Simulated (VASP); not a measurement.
Set up this calculation in VASP 6.6.1, as the native input.

```
Task                   : single point
Functional             : PBE
Potentials or basis    : VASP PAW PBE potentials, release 64 (Sn_d, Te)
Cutoff                 : 520 eV
k mesh                 : 6 × 6 × 6
Occupations            : fermi-dirac, width 0.02 eV
Spin                   : no spin polarisation
Dipole correction      : no
Further INCAR settings : ALGO = Normal; EDIFF = 1e-06; NBANDS = 17
```

The structure of SnTe lies in POSCAR:

```
SnTe
1.0
    0.0000000000      3.1893300331      3.1893300331
    3.1893300331      0.0000000000      3.1893300331
    3.1893300331      3.1893300331      0.0000000000
Sn Te
1 1
Direct
    0.0000000000      0.0000000000      0.0000000000
    0.5000000000      0.5000000000      0.5000000000
```

One way to write it, as run:

INCAR

```
ALGO = Normal
EDIFF = 1E-6
ENCUT = 520
GGA = PE
ISIF = 2
ISMEAR = -1
LASPH = T
LCHARG = F
LREAL = F
LWAVE = F
NBANDS = 17
NELM = 60
PREC = Accurate
SIGMA = 0.02
```

KPOINTS

```
k-points
0
Gamma
  6 6 6
```

Potentials or basis: VASP PAW PBE potentials, release 64 (Sn_d, Te).

Command:

```bash
$ cat potpaw_PBE.64/Sn_d/POTCAR potpaw_PBE.64/Te/POTCAR > POTCAR
$ mpirun -np 1 vasp_std > vasp.out
```

It gave:

| Quantity | Value |
| --- | --- |
| Pressure | 0.6 GPa |
| Band gap on the k mesh | 0.01 eV, direct |

Caveat: spin-orbit coupling is left out, which moves the levels of the heavy elements.

Wall time 22 s on 1 thread of Intel Xeon 6975P-C (shared host), peak memory 0.2 GiB.
